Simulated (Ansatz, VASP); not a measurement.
# One calculation of CuI, two programs

The input POSCAR:

```
CuI
1.0
    0.0000000000      2.9615329758      2.9615329758
    2.9615329758      0.0000000000      2.9615329758
    2.9615329758      2.9615329758      0.0000000000
Cu I
1 1
Direct
    0.0000000000      0.0000000000      0.0000000000
    0.2500000000      0.2500000000      0.2500000000
```

Contents of INCAR.step1:

```
ALGO     = Normal         # electronic algorithm
EDIFF    = 1E-5           # SCF threshold, eV
ENCUT    = 520            # plane-wave cutoff, eV
GGA      = PE             # functional
ISIF     = 2              # what is computed and relaxed
ISMEAR   = -1             # smearing method
LASPH    = T              # aspherical terms in the spheres
LCHARG   = F              # write CHGCAR
LREAL    = F              # projectors in reciprocal space
LWAVE    = T              # write WAVECAR
NBANDS   = 16             # bands
NELM     = 60             # most SCF steps
PREC     = Accurate       # precision mode
SIGMA    = 0.05           # smearing width, eV
```

INCAR.step2

```
ALGO     = Normal         # electronic algorithm
EDIFF    = 1E-7           # SCF threshold, eV
ENCUT    = 520            # plane-wave cutoff, eV
GGA      = PE             # functional
HFSCREEN = 0.2079         # screening, 1/A
ISIF     = 2              # what is computed and relaxed
ISMEAR   = -1             # smearing method
ISTART   = 1            
LASPH    = T              # aspherical terms in the spheres
LCHARG   = F              # write CHGCAR
LHFCALC  = T              # exact exchange
LREAL    = F              # projectors in reciprocal space
LWAVE    = F              # write WAVECAR
NBANDS   = 16             # bands
NELM     = 60             # most SCF steps
PREC     = Accurate       # precision mode
PRECFOCK = Normal       
SIGMA    = 0.05           # smearing width, eV
```

File KPOINTS:

```
k-points
0
Gamma
  4 4 4
```

Input for Ansatz:

```yaml
crystal:
  lattice:
    - [0.0, 2.961532975836, 2.961532975836]
    - [2.961532975836, 0.0, 2.961532975836]
    - [2.961532975836, 2.961532975836, 0.0]
  atoms:
    - { symbol: Cu, position: [0.0, 0.0, 0.0] }
    - { symbol: I, position: [0.25, 0.25, 0.25] }
kpoints:
  mp_grid: { grid: [4, 4, 4] }
hamiltonian:
  xc: hse06
  pseudopotentials: { kind: paw }
scf:
  occupations: { method: fermi_dirac, width: 0.05 }
  convergence: { dr2_threshold: "1e-10 eV" }
  exx: { energy_threshold: "2e-8 eV" }
output:
  forces: true
  stress: true
  eigenvalues: true
```

Alike in both runs: task single point; functional HSE06; k mesh 4 × 4 × 4; occupations fermi-dirac, width 0.05 eV; no spin polarisation.

|  | VASP | Ansatz |
| --- | --- | --- |
| version | VASP 6.6.1 | Ansatz 0.2.0 development build |
| potentials or method | VASP PAW PBE potentials, release 64 (Cu, I) | plane waves, PAW datasets (generated soft set 1) |
| plane-wave cutoff (eV) | 520 | 420 |
| valence electrons in the cell | 18 | 36 |

Ansatz gave:

| Quantity | Value |
| --- | --- |
| gap on the k mesh at the Fermi level (eV) | 2.79 |

Question: Which values does VASP return?

Answer: gap on the k mesh at the Fermi level (eV): 2.75.

VASP's potentials hold 18 valence electrons a cell and Ansatz's 36, so a difference there can come from the potentials and not from the codes.

The k mesh is coarse, so the values compare programs but aren't converged. Spin-orbit coupling is off throughout.
